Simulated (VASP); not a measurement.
# Br (Immm) in VASP: notebook

Runs on Br. Level: PBEsol. Tasks: single point.

Everything below comes from runs of VASP 6.6.1. Logs are shortened: lines on timing, memory, paths and dates and some standing lists are left out, and cuts for length are marked.

**1. The cell of the first run**

Symmetry: Immm, No. 71, orthorhombic system. The conventional cell has a = 2.513 Å, b = 3.190 Å, c = 6.071 Å, α = 90.00°, β = 90.00°, γ = 90.00°. Within 3.3 Å of Br (site symmetry mmm) lie 4 Br at 2.51 to 3.19 Å.

**2. Single point, PBEsol**

INCAR

```
SYSTEM = Br
PREC     = Accurate       ! precision mode
ENCUT    = 520            ! plane-wave cutoff, eV
EDIFF    = 1E-6           ! SCF threshold, eV
ISMEAR   = -1             ! smearing method
SIGMA    = 0.05           ! smearing width, eV
LREAL    = .False.        ! projectors in reciprocal space
LASPH    = .True.         ! aspherical terms in the spheres
NELM     = 60             ! most SCF steps
ALGO     = Normal         ! electronic algorithm
ISIF     = 2              ! what is computed and relaxed
LWAVE    = .False.        ! write WAVECAR
LCHARG   = .False.        ! write CHGCAR
GGA      = PS             ! functional
NBANDS   = 10             ! bands
```

KPOINTS

```
Automatic mesh
0
Gamma
  13 13 13
  0 0 0
```

POSCAR

```
Br
1.0
   -1.2564634311      1.5949425043      3.0354276007
    1.2564634311     -1.5949425043      3.0354276007
    1.2564634311      1.5949425043     -3.0354276007
Br
1
Direct
    0.0000000000      0.0000000000      0.0000000000
```

Potentials or basis: VASP PAW PBE potentials, release 64 (Br).

Command:

```bash
$ cat potpaw_PBE.64/Br/POTCAR > POTCAR
$ mpirun -np 1 vasp_std > vasp.out
```

OUTCAR:

```text
SYSTEM = Br
   PREC = Accurate
   ENCUT = 520
   EDIFF = 1E-6
   ISMEAR = -1
   LREAL = .False.
   LASPH = .True.
   NELM = 60
   ISIF = 2
   GGA = PS

 ion  position               nearest neighbor table
   1  0.000  0.000  0.000-

  LATTYP: Found a body centered orthorhombic cell.
 ALAT       =     2.5129268622
 B/A-ratio  =     1.2693903100
 C/A-ratio  =     2.4158503348

  Lattice vectors:

 A1 = (  -1.2564634311,   1.5949425043,   3.0354276007)
 A2 = (   1.2564634311,  -1.5949425043,   3.0354276007)
 A3 = (   1.2564634311,   1.5949425043,  -3.0354276007)

Analysis of symmetry for initial positions (statically):
=====================================================================
 Subroutine PRICEL returns:
 Original cell was already a primitive cell.

 Routine SETGRP: Setting up the symmetry group for a
 body centered orthorhombic supercell.

 Subroutine GETGRP returns: Found  8 space group operations
 (whereof  8 operations were pure point group operations)
 out of a pool of  8 trial point group operations.

The static configuration has the point symmetry D_2h.

Analysis of symmetry for dynamics (positions and initial velocities):
=====================================================================
 Subroutine PRICEL returns:
 Original cell was already a primitive cell.

 Routine SETGRP: Setting up the symmetry group for a
 body centered orthorhombic supercell.

 Subroutine GETGRP returns: Found  8 space group operations
 (whereof  8 operations were pure point group operations)
 out of a pool of  8 trial point group operations.

The dynamic configuration has the point symmetry D_2h.

 Subroutine INISYM returns: Found  8 space group operations
 (whereof  8 operations are pure point group operations),
 and found     1 'primitive' translations

----------------------------------------------------------------------------------------

                                     Primitive cell

  volume of cell :      24.3318

  direct lattice vectors                    reciprocal lattice vectors
    -1.256463431  1.594942504  3.035427601     0.000000000  0.313490924  0.164721438
     1.256463431 -1.594942504  3.035427601     0.397942342  0.000000000  0.164721438
     1.256463431  1.594942504 -3.035427601     0.397942342  0.313490924  0.000000000

  length of vectors
     3.651898501  3.651898501  3.651898501     0.354132337  0.430686962  0.506591223

  position of ions in fractional coordinates (direct lattice)
     0.000000000  0.000000000  0.000000000

  ion indices of the primitive-cell ions
   primitive index   ion index
                 1           1

----------------------------------------------------------------------------------------

 KPOINTS: Automatic mesh

Automatic generation of k-mesh.
 Grid dimensions read from file:
 generate k-points for:   13   13   13

 Generating k-lattice:

  Cartesian coordinates                     Fractional coordinates (reciprocal lattice)
     0.000000000  0.024114686  0.012670880     0.076923077 -0.000000000  0.000000000
     0.030610949  0.000000000  0.012670880     0.000000000  0.076923077  0.000000000
     0.030610949  0.024114686  0.000000000     0.000000000 -0.000000000  0.076923077

  Length of vectors
     0.027240949  0.033129766  0.038968556

  Shift w.r.t. Gamma in fractional coordinates (k-lattice)
     0.000000000  0.000000000  0.000000000

 Subroutine IBZKPT returns following result:
 ===========================================

 Found    343 irreducible k-points:

 Following reciprocal coordinates:
            Coordinates               Weight
  0.000000  0.000000  0.000000      1.000000
  0.076923  0.000000 -0.000000      4.000000
  0.153846  0.000000 -0.000000      4.000000
  0.230769  0.000000 -0.000000      4.000000
  0.307692  0.000000 -0.000000      4.000000
  0.384615  0.000000  0.000000      4.000000
[... 16 lines left out ...]
  0.153846  0.153846 -0.000000      8.000000
  0.230769  0.153846 -0.000000      8.000000
 [... further k-points ...]
   k-points           NKPTS =    343   k-points in BZ     NKDIM =    343   number of bands    NBANDS=     10
   number of dos      NEDOS =    301   number of ions     NIONS =      1
   total plane-waves  NPLWV =  21952
   dimension x,y,z NGX =    28 NGY =   28 NGZ =   28
   dimension x,y,z NGXF=    56 NGYF=   56 NGZF=   56
   ions per type =               1
   NGX,Y,Z   is equivalent  to a cutoff of  12.75, 12.75, 12.75 a.u.
   NGXF,Y,Z  is equivalent  to a cutoff of  25.49, 25.49, 25.49 a.u.
 SYSTEM =  Br
   PREC   = accura    normal or accurate (medium, high low for compatibility)
   ISTART =      0    job   : 0-new  1-cont  2-samecut
   ICHARG =      2    charge: 1-file 2-atom 10-const
   ISPIN  =      1    spin polarized calculation?
   LNONCOLLINEAR =      F non collinear calculations
   LSORBIT =      F    spin-orbit coupling
   LASPH  =      T    aspherical Exc in radial PAW
   ENCUT  =  520.0 eV  38.22 Ry    6.18 a.u.   6.79  6.79  6.79*2*pi/ulx,y,z
   NELM   =     60;   NELMIN=  2; NELMDL= -5     # of ELM steps
   EDIFF  = 0.1E-05   stopping-criterion for ELM
   LREAL  =      F    real-space projection
   EDIFFG = 0.1E-04   stopping-criterion for IOM
   NSW    =      0    number of steps for IOM
   IBRION =     -1    ionic relax: 0-MD 1-quasi-New 2-CG
   NFREE  =      0    steps in history (QN), initial steepest desc. (CG)
   ISIF   =      2    stress and relaxation
   ISYM   =      2    0-nonsym 1-usesym 2-fastsym
   POTIM  = 0.5000    time-step for ionic-motion
   TEBEG  =    0.0;   TEEND  =   0.0 temperature during run
   PSTRESS=    0.0 pullay stress
   NELECT =       7.0000    total number of electrons
   NUPDOWN=      -1.0000    fix difference up-down
   EMIN   =  10.00;   EMAX   =-10.00  energy-range for DOS
   EFERMI =   0.00;   METHOD = LEGACY
   ISMEAR =    -1;   SIGMA  =   0.05  broadening in eV -4-tet -1-fermi 0-gaus
   EFERMI_NEDOS =   21; number of points for ismear=-14 and -15
   IALGO  =     38    algorithm
   IMIX   =      4    mixing-type and parameters
     AMIX     =   0.40;   BMIX     =  1.00
     AMIX_MAG =   1.60;   BMIX_MAG =  1.00
  volume/ion in A,a.u.               =      24.33       164.20
  Fermi-wavevector in a.u.,A,eV,Ry     =   1.080727  2.042278 15.891203  1.167970
  Thomas-Fermi vector in A             =   2.216725
   LORBIT       =      0    0 simple, 1 ext, 2 COOP (PROOUT), +10 PAW based schemes
   GGA     = PS    functional components
   LHFCALC =     F    Hartree Fock is set to
   AEXX    =    0.0000 exact exchange contribution
   IVDW    =     0    specifies the selected vdW correction
   LEPSILON=     F    determine dielectric tensor
   LRPA    =     F    only Hartree local field effects (RPA)
 non-spin polarized calculation
  energy-cutoff  :      520.00
  volume of cell :       24.33
 maximum number of plane-waves:       667
   NGX = 13   NGY = 13   NGZ = 13

 number of electron       7.0000000 magnetization

 Free energy of the ion-electron system (eV)
  ---------------------------------------------------
  ext. energy  EPLUGINS =         0.00000000
  ---------------------------------------------------
  free energy    TOTEN  =        -1.71791114 eV

  energy without entropy =       -1.71551807  energy(sigma->0) =       -1.71671461

 E-fermi :   2.5907     XC(G=0):  -9.7204

 val. band max:        2.5684307487   @ k =  -0.0769   0.1538   0.0769
 cond. band min:       2.6044382686   @ k =  -0.2308   0.4615   0.2308
 fundamental gap:      0.0360075200
 Fermi energy:         2.5907392473

 k-point     1 :       0.0000    0.0000    0.0000
  band No.  band energies     occupation
      1     -14.2921      2.00000
      2       1.2128      2.00000
      3       1.7891      2.00000
      4       6.8089      0.00000
      5       8.4248      0.00000
      6      12.5405      0.00000
      7      14.5878      0.00000
      8      15.8967      0.00000
      9      17.6560      0.00000
     10      22.0298      0.00000

 k-point     2 :       0.0769    0.0000   -0.0000
  band No.  band energies     occupation
      1     -14.2425      2.00000
      2       1.0718      2.00000
      3       1.4441      2.00000
      4       6.8182      0.00000
      5       8.8509      0.00000
      6      12.7253      0.00000
      7      13.9699      0.00000
      8      15.9134      0.00000
      9      18.7908      0.00000
     10      22.1338      0.00000

 k-point     3 :       0.1538    0.0000   -0.0000
  band No.  band energies     occupation
      1     -14.1008      2.00000
      2       0.3025      2.00000
      3       1.0624      2.00000
      4       6.8443      0.00000
      5       9.6853      0.00000
      6      12.5786      0.00000
      7      14.1088      0.00000
      8      15.9728      0.00000
      9      21.0183      0.00000
     10      22.4197      0.00000

 k-point     4 :       0.2308    0.0000   -0.0000
  band No.  band energies     occupation
      1     -13.8887      2.00000
      2      -0.7834      2.00000
      3       0.7982      2.00000
      4       6.8822      0.00000
      5       9.8613      0.00000
      6      12.9159      0.00000
      7      15.3789      0.00000
      8      16.1261      0.00000
      9      22.7318      0.00000
     10      23.5894      0.00000

 k-point     5 :       0.3077    0.0000   -0.0000
  band No.  band energies     occupation
      1     -13.6447      2.00000
      2      -1.7890      2.00000
      3       0.5591      2.00000
      4       6.9238      0.00000
      5       9.3536      0.00000
      6      14.2407      0.00000
      7      16.1268      0.00000
      8      17.3092      0.00000
      9      22.5860      0.00000
     10      24.2702      0.00000

 k-point     6 :       0.3846    0.0000    0.0000
  band No.  band energies     occupation
      1     -13.4248      2.00000
      2      -2.5529      2.00000
      3       0.3783      2.00000
      4       6.9594      0.00000
      5       8.8682      0.00000
      6      15.5551      0.00000
      7      16.6006      0.00000
      8      19.1835      0.00000
      9      22.1680      0.00000
     10      23.7348      0.00000
[... 183 lines left out ...]
 k-point    21 :       0.0000    0.1538   -0.0000
  band No.  band energies     occupation
      1     -13.7770      2.00000
      2       1.2162      2.00000
      3       2.1160      1.99985
      4       3.5397      0.00000
      5       9.3465      0.00000
      6      12.8009      0.00000
      7      15.3092      0.00000
      8      16.8314      0.00000
      9      18.7667      0.00000
     10      19.8035      0.00000

 k-point    22 :       0.0769    0.1538   -0.0000
  band No.  band energies     occupation
      1     -13.6956      2.00000
      2       0.8059      2.00000
      3       1.7906      2.00000
      4       3.5262      0.00000
      5      10.0307      0.00000
      6      12.6755      0.00000
      7      15.1590      0.00000
      8      17.1514      0.00000
      9      19.6766      0.00000
     10      20.2206      0.00000

 k-point    23 :       0.1538    0.1538   -0.0000
  band No.  band energies     occupation
      1     -13.5304      2.00000
      2       0.1389      2.00000
      3       1.2352      2.00000
      4       3.5427      0.00000
      5      10.7921      0.00000
      6      12.7951      0.00000
      7      15.4069      0.00000
      8      17.5753      0.00000
      9      19.5442      0.00000
     10      20.6507      0.00000

 k-point    24 :       0.2308    0.1538   -0.0000
  band No.  band energies     occupation
      1     -13.3086      2.00000
      2      -0.7413      2.00000
      3       0.8154      2.00000
      4       3.5867      0.00000
      5      10.6054      0.00000
      6      13.9131      0.00000
      7      16.3040      0.00000
      8      17.7729      0.00000
      9      19.7017      0.00000
     10      20.4726      0.00000

 [... further k-points ...]

------------------------ aborting loop because EDIFF is reached ----------------------------------------

  FORCE on cell =-STRESS in cart. coord.  units (eV):
  Direction    XX          YY          ZZ          XY          YZ          ZX
  --------------------------------------------------------------------------------------
  -------------------------------------------------------------------------------------
  Total        0.7831076      0.7693987      0.7602340      0.0000000      0.0000000      0.0000000
  in kB       51.5652677     50.6625794     50.0591080      0.0000000      0.0000000      0.0000000
  external PRESSURE =      50.7623184 kB  Pullay stress =       0.0000000 kB

 VOLUME and BASIS-vectors are now :
 -----------------------------------------------------------------------------
  energy-cutoff  :      520.00
  volume of cell :       24.33
      direct lattice vectors                 reciprocal lattice vectors
    -1.256463431  1.594942504  3.035427601     0.000000000  0.313490924  0.164721438
     1.256463431 -1.594942504  3.035427601     0.397942342  0.000000000  0.164721438
     1.256463431  1.594942504 -3.035427601     0.397942342  0.313490924  0.000000000

 POSITION                                       TOTAL-FORCE (eV/Angst)
 -----------------------------------------------------------------------------------
      0.00000      0.00000      0.00000        -0.000000      0.000000      0.000000
 -----------------------------------------------------------------------------------
    total drift:                               -0.000000     -0.000000      0.000000

  FREE ENERGIE OF THE ION-ELECTRON SYSTEM (eV)
  ---------------------------------------------------
  free  energy   TOTEN  =        -1.7179111401 eV

  energy  without entropy=       -1.7155180718  energy(sigma->0) =       -1.71671461
```

Run time: 40 s. Hardware: 1 thread of Intel Xeon Platinum 8488C (Sapphire Rapids), shared host; peak memory 0.21 GiB.

What came out:

| Property | Result |
| --- | --- |
| Free energy | -1.7179 eV |
| Pressure | 5.1 GPa |

Levels at points of the mesh, in eV from the Fermi level:
| k point | band 1 | band 2 | band 3 | band 4 | band 5 | band 6 | band 7 |
| --- | --- | --- | --- | --- | --- | --- | --- |
| (0.00, 0.00, 0.00) | -16.88 | -1.38 | -0.80 | 4.22 | 5.83 | 9.95 | 12.00 |

Caveat: the PAW data sets were made with another functional, which shifts forces and pressure a little; an odd number of electrons without spin polarisation forces a metal; a magnetic or distorted state may lie lower.

**3. Single point, PBEsol**

This run uses another cell than the first one, of 26.69 Å³/atom, 1.097 times its volume.

INCAR

```
SYSTEM = Br
PREC = Accurate ; ENCUT = 520
EDIFF = 1E-6 ; ISMEAR = -1
SIGMA = 0.05 ; LREAL = .False.
LASPH = .True. ; NELM = 60
ALGO = Normal ; ISIF = 2
LWAVE = .False. ; LCHARG = .False.
GGA = PS ; NBANDS = 10
```

KPOINTS

```
regular mesh
0
Gamma
  13 13 13
  0 0 0
```

POSCAR

```
Br
1.0
   -1.2669545549      1.6345712054      3.2222929019
    1.2669545549     -1.6345712054      3.2222929019
    1.2669545549      1.6345712054     -3.2222929019
Br
1
Direct
    0.0000000000      0.0000000000      0.0000000000
```

Potentials or basis: VASP PAW PBE potentials, release 64 (Br).

Command:

```bash
$ cat potpaw_PBE.64/Br/POTCAR > POTCAR
$ mpirun -np 1 vasp_std > vasp.out
```

It took 42 s on 1 thread of Intel Xeon Platinum 8488C (Sapphire Rapids), shared host; peak memory 0.22 GiB.

The run converged. Its results:

| Item | Value |
| --- | --- |
| Free energy | -1.7675 eV |
| Pressure | 2.0 GPa |

Stress tensor (GPa, compression positive):
```
2.12 0.00 0.00
0.00 2.01 0.00
0.00 0.00 1.99
```

Levels at points of the mesh, in eV from the Fermi level:
```
           k point  band 1  band 2  band 3  band 4  band 5  band 6
(0.00, 0.00, 0.00)  -16.42   -1.60   -0.92    4.14    5.55    9.64
```

Caveat: the PAW data sets were made with another functional, which shifts forces and pressure a little; an odd number of electrons without spin polarisation forces a metal; a magnetic or distorted state may lie lower.
